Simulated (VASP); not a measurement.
# Ca (P6_3/mmc) in VASP: further runs, part 2 of 2

VASP 6.6.1.

## 5. Single point, LDA

This run uses another cell than the first one, of 22.19 Å³/atom.

INCAR

```
ALGO     = Normal         # electronic algorithm
EDIFF    = 1E-6           # SCF threshold, eV
ENCUT    = 520            # plane-wave cutoff, eV
GGA      = CA             # functional
ISIF     = 2              # what is computed and relaxed
ISMEAR   = -1             # smearing method
LASPH    = True           # aspherical terms in the spheres
LCHARG   = False          # write CHGCAR
LREAL    = False          # projectors in reciprocal space
LWAVE    = False          # write WAVECAR
NBANDS   = 17             # bands
NELM     = 60             # most SCF steps
PREC     = Accurate       # precision mode
SIGMA    = 0.05           # smearing width, eV
```

KPOINTS

```
k-points
0
Gamma
  12 12 6
```

POSCAR

```
Ca
1.0
    3.1292346967      0.0000000000      0.0000000000
   -1.5646173483      2.7099967417      0.0000000000
    0.0000000000      0.0000000000      5.2334728182
Ca
2
Direct
    0.3333333333      0.6666666667      0.2500000000
    0.6666666667      0.3333333333      0.7500000000
```

Potentials or basis: VASP PAW LDA potentials, release 64 (Ca_sv).

The run is started by

```
> cat potpaw_LDA.64/Ca_sv/POTCAR > POTCAR
> mpirun -np 1 vasp_std > vasp.out
```

OUTCAR:

```text
EDIFF = 1E-6
   ENCUT = 520
   GGA = CA
   ISIF = 2
   ISMEAR = -1
   LASPH = True
   LREAL = False
   NELM = 60
   PREC = Accurate

 ion  position               nearest neighbor table
   1  0.333  0.667  0.250-
   2  0.667  0.333  0.750-

  LATTYP: Found a hexagonal cell.
 ALAT       =     3.1292346967
 C/A-ratio  =     1.6724449667

  Lattice vectors:

 A1 = (   3.1292346967,   0.0000000000,   0.0000000000)
 A2 = (  -1.5646173483,   2.7099967417,   0.0000000000)
 A3 = (   0.0000000000,   0.0000000000,   5.2334728182)

Analysis of symmetry for initial positions (statically):
=====================================================================
 Subroutine PRICEL returns:
 Original cell was already a primitive cell.

 Routine SETGRP: Setting up the symmetry group for a
 hexagonal supercell.

 Subroutine GETGRP returns: Found 24 space group operations
 (whereof 12 operations were pure point group operations)
 out of a pool of 24 trial point group operations.

The static configuration has the point symmetry D_3d.
 The point group associated with its full space group is D_6h.

[... 157 lines left out ...]
  free energy    TOTEN  =        -2.80350056 eV

  energy without entropy =       -2.78914639  energy(sigma->0) =       -2.79632347

 E-fermi :   4.8958     XC(G=0): -10.3446

 val. band max:        4.8497714868   @ k =   0.3333   0.2500   0.3333
 cond. band min:       4.9049651440   @ k =   0.3333   0.1667   0.0000
 fundamental gap:      0.0551936572
 Fermi energy:         4.8958493867

 k-point     1 :       0.0000    0.0000    0.0000
  band No.  band energies     occupation
      1     -35.3934      2.00000
      2     -35.1895      2.00000
      3     -17.2615      2.00000
      4     -16.2608      2.00000
      5     -16.2608      2.00000
      6     -16.1383      2.00000
[... 457 lines left out ...]
      4     -16.9048      2.00000
      5     -16.7677      2.00000
      6     -16.4481      2.00000
[... 9 lines left out ...]
     16      10.0983      0.00000
     17      10.3321      0.00000

 [... further k-points ...]

------------------------ aborting loop because EDIFF is reached ----------------------------------------

  FORCE on cell =-STRESS in cart. coord.  units (eV):
  Direction    XX          YY          ZZ          XY          YZ          ZX
  --------------------------------------------------------------------------------------
  -------------------------------------------------------------------------------------
  Total        6.2360297      6.2360297      6.2613424      0.0000000     -0.0000000      0.0000000
  in kB      225.1240438    225.1240438    226.0378458      0.0000000     -0.0000000      0.0000000
  external PRESSURE =     225.4286445 kB  Pullay stress =       0.0000000 kB

 VOLUME and BASIS-vectors are now :
 -----------------------------------------------------------------------------
  energy-cutoff  :      520.00
  volume of cell :       44.38
      direct lattice vectors                 reciprocal lattice vectors
     3.129234697  0.000000000  0.000000000     0.319566954  0.184502067  0.000000000
    -1.564617348  2.709996742  0.000000000     0.000000000  0.369004134  0.000000000
     0.000000000  0.000000000  5.233472818     0.000000000  0.000000000  0.191077710

 POSITION                                       TOTAL-FORCE (eV/Angst)
 -----------------------------------------------------------------------------------
     -0.00000      1.80666      1.30837         0.000000      0.000000      0.000000
      1.56462      0.90333      3.92510        -0.000000     -0.000000      0.000000
 -----------------------------------------------------------------------------------
    total drift:                                0.000000     -0.000000      0.000000

  FREE ENERGIE OF THE ION-ELECTRON SYSTEM (eV)
  ---------------------------------------------------
  free  energy   TOTEN  =        -2.8035005572 eV

  energy  without entropy=       -2.7891463852  energy(sigma->0) =       -2.79632347
```

stdout:

```text
POSCAR found type information on POSCAR Ca
 POSCAR found :  1 types and       2 ions
 scaLAPACK will be used
 LDA part: xc-table for (Slater(with rela. corr.)+CA(PZ))
 , standard interpolation
 POSCAR, INCAR and KPOINTS ok, starting setup
 FFT: planning ... GRIDC
 FFT: planning ... GRID_SOFT
 FFT: planning ... GRID
 WAVECAR not read
 entering main loop
```

Wall time 33 s (1 thread of Intel Xeon Platinum 8259CL at 2.50GHz (Skylake/Cascade Lake), shared host); peak memory 0.17 GiB.

What came out:

* Free energy: -2.8035 eV
* Pressure: 22.5 GPa
* Band gap on the k mesh: zero (bands 10 and 11 overlap by 0.79 eV)

Stress tensor (GPa, compression positive):
```
22.51  0.00  0.00
 0.00 22.51  0.00
 0.00  0.00 22.60
```

Caveat: the cell stands under pressure.

## 6. Overview

| cell | gap on the mesh (eV) | pressure (GPa) |
| --- | --- | --- |
| a = 2.924, b = 2.924, c = 4.445 Å, angles 90.0, 90.0, 120.0°, 2 atoms | none | 47.3 |
| a = 2.986, b = 2.986, c = 4.955 Å, angles 90.0, 90.0, 120.0°, 2 atoms | none | 34.2 |
| a = 3.129, b = 3.129, c = 5.233 Å, angles 90.0, 90.0, 120.0°, 2 atoms | none | 22.5 |

Alike in all rows: task single point; level LDA; potentials or basis VASP PAW LDA potentials, release 64 (Ca_sv); no spin polarisation; k mesh 12 × 12 × 6; cutoff (eV) 520; smearing fermi-dirac 0.05 eV.

Caveats: the cell stands under pressure.

Total energies depend on the potentials used, so only differences within one code and one set of settings carry meaning.

The gap in the log of VASP goes by the Fermi energy; the results here count the filled bands.